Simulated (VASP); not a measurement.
# MgO (Fm-3m) in VASP: notebook

The runs below take MgO through single point, with LDA.

All numbers are computed with VASP 6.6.1; they aren't measurements. Logs are shortened: lines on timing, memory, paths and dates and some standing lists are left out, and cuts for length are marked.

**1. The cell of the first run**

It takes space group Fm-3m (No. 225, cubic). The conventional cell has a = 3.958 Å, b = 3.958 Å, c = 3.958 Å, α = 90.00°, β = 90.00°, γ = 90.00°. Within 2.6 Å of Mg (site symmetry m-3m) lie 6 O at 1.98 Å. O (site symmetry m-3m) has 6 Mg at 1.98 Å within 2.6 Å.

**2. Single point, LDA**

The input, INCAR:

```
SYSTEM = MgO
  PREC = Accurate
  ENCUT = 600
  EDIFF = 1E-6
  ISMEAR = -4
  SIGMA = 0.05
  LREAL = .False.
  LASPH = .True.
  NELM = 120
  ALGO = Normal
  ISIF = 2
  LWAVE = .False.
  LCHARG = .False.
  GGA = CA
  NBANDS = 11
  GGA_COMPAT = .False.
```

The input, KPOINTS:

```
regular mesh
0
Gamma
  10 10 10
  0 0 0
```

The input, POSCAR:

```
MgO
1.0
    0.0000000000      1.9788009713      1.9788009713
    1.9788009713      0.0000000000      1.9788009713
    1.9788009713      1.9788009713      0.0000000000
Mg O
1 1
Direct
    0.0000000000      0.0000000000      0.0000000000
    0.5000000000      0.5000000000      0.5000000000
```

Potentials or basis: VASP PAW LDA potentials, release 64 (Mg, O).

On the command line:

```
$ cat potpaw_LDA.64/Mg/POTCAR potpaw_LDA.64/O/POTCAR > POTCAR
$ mpirun -np 1 vasp_std > vasp.out
```

OUTCAR:

```text
SYSTEM = MgO
   PREC = Accurate
   ENCUT = 600
   EDIFF = 1E-6
   ISMEAR = -4
   LREAL = .False.
   LASPH = .True.
   NELM = 120
   ISIF = 2
   GGA = CA

 ion  position               nearest neighbor table
   1  0.000  0.000  0.000-   2 1.98   2 1.98   2 1.98   2 1.98   2 1.98   2 1.98
   2  0.500  0.500  0.500-   1 1.98   1 1.98   1 1.98   1 1.98   1 1.98   1 1.98

  LATTYP: Found a face centered cubic cell.
 ALAT       =     3.9576019426

  Lattice vectors:

 A1 = (   0.0000000000,   1.9788009713,   1.9788009713)
 A2 = (   1.9788009713,   0.0000000000,   1.9788009713)
 A3 = (   1.9788009713,   1.9788009713,   0.0000000000)

Analysis of symmetry for initial positions (statically):
=====================================================================
 Subroutine PRICEL returns:
 Original cell was already a primitive cell.

 Routine SETGRP: Setting up the symmetry group for a
 face centered cubic supercell.

 Subroutine GETGRP returns: Found 48 space group operations
 (whereof 48 operations were pure point group operations)
 out of a pool of 48 trial point group operations.

The static configuration has the point symmetry O_h .

Analysis of symmetry for dynamics (positions and initial velocities):
=====================================================================
 Subroutine PRICEL returns:
 Original cell was already a primitive cell.

 Routine SETGRP: Setting up the symmetry group for a
 face centered cubic supercell.

 Subroutine GETGRP returns: Found 48 space group operations
 (whereof 48 operations were pure point group operations)
 out of a pool of 48 trial point group operations.

The dynamic configuration has the point symmetry O_h .

 Subroutine INISYM returns: Found 48 space group operations
 (whereof 48 operations are pure point group operations),
 and found     1 'primitive' translations

----------------------------------------------------------------------------------------

                                     Primitive cell

  volume of cell :      15.4966

  direct lattice vectors                    reciprocal lattice vectors
     0.000000000  1.978800971  1.978800971    -0.252678267  0.252678267  0.252678267
     1.978800971  0.000000000  1.978800971     0.252678267 -0.252678267  0.252678267
     1.978800971  1.978800971  0.000000000     0.252678267  0.252678267 -0.252678267

  length of vectors
     2.798447171  2.798447171  2.798447171     0.437651596  0.437651596  0.437651596

  position of ions in fractional coordinates (direct lattice)
     0.000000000  0.000000000  0.000000000
     0.500000000  0.500000000  0.500000000

  ion indices of the primitive-cell ions
   primitive index   ion index
                 1           1
                 2           2

----------------------------------------------------------------------------------------

 KPOINTS: regular mesh

Automatic generation of k-mesh.
 Grid dimensions read from file:
 generate k-points for:   10   10   10

 Generating k-lattice:

  Cartesian coordinates                     Fractional coordinates (reciprocal lattice)
    -0.025267827  0.025267827  0.025267827     0.100000000  0.000000000  0.000000000
     0.025267827 -0.025267827  0.025267827     0.000000000  0.100000000  0.000000000
     0.025267827  0.025267827 -0.025267827     0.000000000  0.000000000  0.100000000

  Length of vectors
     0.043765160  0.043765160  0.043765160

  Shift w.r.t. Gamma in fractional coordinates (k-lattice)
     0.000000000  0.000000000  0.000000000

 TETIRR: Found    148 inequivalent tetrahedra from     6000

 Subroutine IBZKPT returns following result:
 ===========================================

 Found     47 irreducible k-points:

 Following reciprocal coordinates:
            Coordinates               Weight
  0.000000  0.000000  0.000000      1.000000
  0.100000  0.000000  0.000000      8.000000
  0.200000  0.000000  0.000000      8.000000
  0.300000  0.000000  0.000000      8.000000
  0.400000  0.000000  0.000000      8.000000
  0.500000  0.000000  0.000000      4.000000
[... 16 lines left out ...]
  0.300000  0.300000  0.000000      6.000000
  0.400000  0.300000  0.000000     24.000000
 [... further k-points ...]
   k-points           NKPTS =     47   k-points in BZ     NKDIM =     47   number of bands    NBANDS=     11
   number of dos      NEDOS =    301   number of ions     NIONS =      2
   total plane-waves  NPLWV =  13824
   dimension x,y,z NGX =    24 NGY =   24 NGZ =   24
   dimension x,y,z NGXF=    48 NGYF=   48 NGZF=   48
   ions per type =               1   1
   NGX,Y,Z   is equivalent  to a cutoff of  14.26, 14.26, 14.26 a.u.
   NGXF,Y,Z  is equivalent  to a cutoff of  28.52, 28.52, 28.52 a.u.
 SYSTEM =  MgO
   PREC   = accura    normal or accurate (medium, high low for compatibility)
   ISTART =      0    job   : 0-new  1-cont  2-samecut
   ICHARG =      2    charge: 1-file 2-atom 10-const
   ISPIN  =      1    spin polarized calculation?
   LNONCOLLINEAR =      F non collinear calculations
   LSORBIT =      F    spin-orbit coupling
   LASPH  =      T    aspherical Exc in radial PAW
   ENCUT  =  600.0 eV  44.10 Ry    6.64 a.u.   5.59  5.59  5.59*2*pi/ulx,y,z
   NELM   =    120;   NELMIN=  2; NELMDL= -5     # of ELM steps
   EDIFF  = 0.1E-05   stopping-criterion for ELM
   LREAL  =      F    real-space projection
   EDIFFG = 0.1E-04   stopping-criterion for IOM
   NSW    =      0    number of steps for IOM
   IBRION =     -1    ionic relax: 0-MD 1-quasi-New 2-CG
   NFREE  =      0    steps in history (QN), initial steepest desc. (CG)
   ISIF   =      2    stress and relaxation
   ISYM   =      2    0-nonsym 1-usesym 2-fastsym
   POTIM  = 0.5000    time-step for ionic-motion
   TEBEG  =    0.0;   TEEND  =   0.0 temperature during run
   PSTRESS=    0.0 pullay stress
   NELECT =       8.0000    total number of electrons
   NUPDOWN=      -1.0000    fix difference up-down
   EMIN   =  10.00;   EMAX   =-10.00  energy-range for DOS
   EFERMI =   0.00;   METHOD = LEGACY
   ISMEAR =    -4;   SIGMA  =   0.05  broadening in eV -4-tet -1-fermi 0-gaus
   EFERMI_NEDOS =   21; number of points for ismear=-14 and -15
   IALGO  =     38    algorithm
   IMIX   =      4    mixing-type and parameters
     AMIX     =   0.40;   BMIX     =  1.00
     AMIX_MAG =   1.60;   BMIX_MAG =  1.00
  volume/ion in A,a.u.               =       7.75        52.29
  Fermi-wavevector in a.u.,A,eV,Ry     =   1.313286  2.481751 23.466249  1.724721
  Thomas-Fermi vector in A             =   2.443620
   LORBIT       =      0    0 simple, 1 ext, 2 COOP (PROOUT), +10 PAW based schemes
   GGA     = CA    functional components
   LHFCALC =     F    Hartree Fock is set to
   AEXX    =    0.0000 exact exchange contribution
   IVDW    =     0    specifies the selected vdW correction
   LEPSILON=     F    determine dielectric tensor
   LRPA    =     F    only Hartree local field effects (RPA)
 non-spin polarized calculation
 Fermi weights with tetrahedron method witout Bloechl corrections
  energy-cutoff  :      600.00
  volume of cell :       15.50
 maximum number of plane-waves:       534
 NGX is ok and might be reduce to    24
   NGX = 11   NGY = 11   NGZ = 11

 number of electron       8.0000002 magnetization

 Free energy of the ion-electron system (eV)
  ---------------------------------------------------
  ext. energy  EPLUGINS =         0.00000000
  ---------------------------------------------------
  free energy    TOTEN  =       -13.23240104 eV

  energy without entropy =      -13.23240104  energy(sigma->0) =      -13.23240104

 E-fermi :   4.5174     XC(G=0): -12.5237

 val. band max:        4.4530827910   @ k =   0.0000   0.0000   0.0000
 cond. band min:      11.1638323237   @ k =   0.0000   0.0000   0.0000
 fundamental gap:      6.7107495326
 Fermi energy:         4.5174277182

 k-point     1 :       0.0000    0.0000    0.0000
  band No.  band energies     occupation
      1     -13.6410      2.00000
      2       4.4531      2.00000
      3       4.4531      2.00000
      4       4.4531      2.00000
      5      11.1638      0.00000
      6      20.9815      0.00000
      7      20.9815      0.00000
      8      20.9815      0.00000
      9      25.5269      0.00000
     10      27.4189      0.00000
     11      27.4189      0.00000

 k-point     2 :       0.1000    0.0000    0.0000
  band No.  band energies     occupation
      1     -13.4926      2.00000
      2       3.7521      2.00000
      3       4.3569      2.00000
      4       4.3569      2.00000
      5      11.7595      0.00000
      6      19.6999      0.00000
      7      21.2952      0.00000
      8      21.2952      0.00000
      9      26.9162      0.00000
     10      26.9162      0.00000
     11      27.4942      0.00000

 k-point     3 :       0.2000    0.0000    0.0000
  band No.  band energies     occupation
      1     -13.0787      2.00000
      2       2.2181      2.00000
      3       4.1150      2.00000
      4       4.1150      2.00000
      5      12.8679      0.00000
      6      18.2880      0.00000
      7      22.0189      0.00000
      8      22.0189      0.00000
      9      26.3344      0.00000
     10      26.3344      0.00000
     11      29.4703      0.00000

 k-point     4 :       0.3000    0.0000    0.0000
  band No.  band energies     occupation
      1     -12.5032      2.00000
      2       0.5826      2.00000
      3       3.8330      2.00000
      4       3.8330      2.00000
      5      13.4831      0.00000
      6      18.0655      0.00000
      7      22.5003      0.00000
      8      22.5003      0.00000
      9      26.7625      0.00000
     10      26.7625      0.00000
     11      28.9829      0.00000

 k-point     5 :       0.4000    0.0000    0.0000
  band No.  band energies     occupation
      1     -11.9653      2.00000
      2      -0.6702      2.00000
      3       3.6171      2.00000
      4       3.6171      2.00000
      5      13.4879      0.00000
      6      18.6788      0.00000
      7      22.5007      0.00000
      8      22.5007      0.00000
      9      28.1515      0.00000
     10      28.1515      0.00000
     11      28.2896      0.00000
[... 211 lines left out ...]
 k-point    21 :      -0.3000    0.2000    0.0000
  band No.  band energies     occupation
      1     -11.8629      2.00000
      2       0.0536      2.00000
      3       2.1756      2.00000
      4       3.5469      2.00000
      5      15.2273      0.00000
      6      17.5666      0.00000
      7      20.6457      0.00000
      8      23.7610      0.00000
      9      26.1784      0.00000
     10      27.6762      0.00000
     11      32.5624      0.00000

 k-point    22 :      -0.2000    0.2000    0.0000
  band No.  band energies     occupation
      1     -12.3366      2.00000
      2       0.8303      2.00000
      3       2.7522      2.00000
      4       3.8114      2.00000
      5      14.7372      0.00000
      6      17.1367      0.00000
      7      21.4621      0.00000
      8      24.0193      0.00000
      9      24.2813      0.00000
     10      27.7529      0.00000
     11      32.3754      0.00000

 k-point    23 :       0.3000    0.3000    0.0000
  band No.  band energies     occupation
      1     -12.2256      2.00000
      2       0.7275      2.00000
      3       3.2876      2.00000
      4       3.2876      2.00000
      5      14.9387      0.00000
      6      15.3113      0.00000
      7      20.7545      0.00000
      8      24.4191      0.00000
      9      24.4191      0.00000
     10      30.4320      0.00000
     11      35.5800      0.00000

 k-point    24 :       0.4000    0.3000    0.0000
  band No.  band energies     occupation
      1     -11.8573      2.00000
      2       0.1665      2.00000
      3       2.8250      2.00000
      4       3.1035      2.00000
      5      14.6181      0.00000
      6      16.1519      0.00000
      7      19.8773      0.00000
      8      24.8674      0.00000
      9      25.1199      0.00000
     10      31.3772      0.00000
     11      35.1309      0.00000

 [... further k-points ...]

------------------------ aborting loop because EDIFF is reached ----------------------------------------

  FORCE on cell =-STRESS in cart. coord.  units (eV):
  Direction    XX          YY          ZZ          XY          YZ          ZX
  --------------------------------------------------------------------------------------
  -------------------------------------------------------------------------------------
  Total        3.1879695      3.1879695      3.1879695      0.0000000      0.0000000      0.0000000
  in kB      329.6009123    329.6009123    329.6009123      0.0000000      0.0000000      0.0000000
  external PRESSURE =     329.6009123 kB  Pullay stress =       0.0000000 kB

 VOLUME and BASIS-vectors are now :
 -----------------------------------------------------------------------------
  energy-cutoff  :      600.00
  volume of cell :       15.50
      direct lattice vectors                 reciprocal lattice vectors
     0.000000000  1.978800971  1.978800971    -0.252678267  0.252678267  0.252678267
     1.978800971  0.000000000  1.978800971     0.252678267 -0.252678267  0.252678267
     1.978800971  1.978800971  0.000000000     0.252678267  0.252678267 -0.252678267

 POSITION                                       TOTAL-FORCE (eV/Angst)
 -----------------------------------------------------------------------------------
      0.00000      0.00000      0.00000         0.000000      0.000000      0.000000
      1.97880      1.97880      1.97880        -0.000000     -0.000000     -0.000000
 -----------------------------------------------------------------------------------
    total drift:                               -0.000000     -0.000000      0.000000

  FREE ENERGIE OF THE ION-ELECTRON SYSTEM (eV)
  ---------------------------------------------------
  free  energy   TOTEN  =       -13.2324010420 eV

  energy  without entropy=      -13.2324010420  energy(sigma->0) =      -13.23240104
```

Wall time 12 s (1 thread of Intel Xeon 8259CL, shared host); peak memory 0.14 GiB.

What came out:

```
Free energy            : -13.2324 eV
Pressure               : 33.0 GPa
Band gap on the k mesh : 6.71 eV
```

Caveat: the cell stands under pressure. As with any semilocal functional, this LDA gap is likely too small.

**3. Single point, LDA**

This run uses another cell than the first one, of 8.66 Å³/atom.

The input, INCAR:

```
SYSTEM = MgO
PREC = Accurate
ENCUT = 600
EDIFF = 1E-6
ISMEAR = 0
SIGMA = 0.01
LREAL = .False.
LASPH = .True.
NELM = 120
ALGO = Normal
ISIF = 2
LWAVE = .False.
LCHARG = .True.
LELF = .True.
LVHAR = .True.
NBANDS = 11
GGA_COMPAT = .False.
```

KPOINTS is that of step 2.

The input, POSCAR:

```
MgO
1.0
    0.0000000000      2.0537103279      2.0537103279
    2.0537103279      0.0000000000      2.0537103279
    2.0537103279      2.0537103279      0.0000000000
Mg O
1 1
Direct
    0.0000000000      0.0000000000      0.0000000000
    0.5000000000      0.5000000000      0.5000000000
```

Potentials or basis: VASP PAW LDA potentials, release 64 (Mg, O).

On the command line:

```
$ cat potpaw_LDA.64/Mg/POTCAR potpaw_LDA.64/O/POTCAR > POTCAR
$ mpirun -np 1 vasp_std > vasp.out
```

It took 15 s on 1 thread of Intel Xeon 8259CL, shared host; peak memory 0.13 GiB.

The run converged. Its results:

* Free energy: -13.4405 eV
* Pressure: 5.0 GPa
* Band gap on the k mesh: 5.43 eV

Levels at points of the mesh, in eV from the valence-band top:
| k point | band 1 | band 2 | band 3 | band 4 | band 5 | band 6 | band 7 | band 8 |
| --- | --- | --- | --- | --- | --- | --- | --- | --- |
| (0.00, 0.00, 0.00) | -17.42 | 0.00 | 0.00 | 0.00 | 5.43 | 15.94 | 15.94 | 15.94 |
| (0.50, 0.00, 0.00) | -15.86 | -5.05 | -0.76 | -0.76 | 8.22 | 13.26 | 16.78 | 16.78 |
| (0.50, 0.50, 0.00) | -15.56 | -4.47 | -1.48 | -1.48 | 8.95 | 10.54 | 13.70 | 19.80 |

Caveat: the cell stands under pressure.
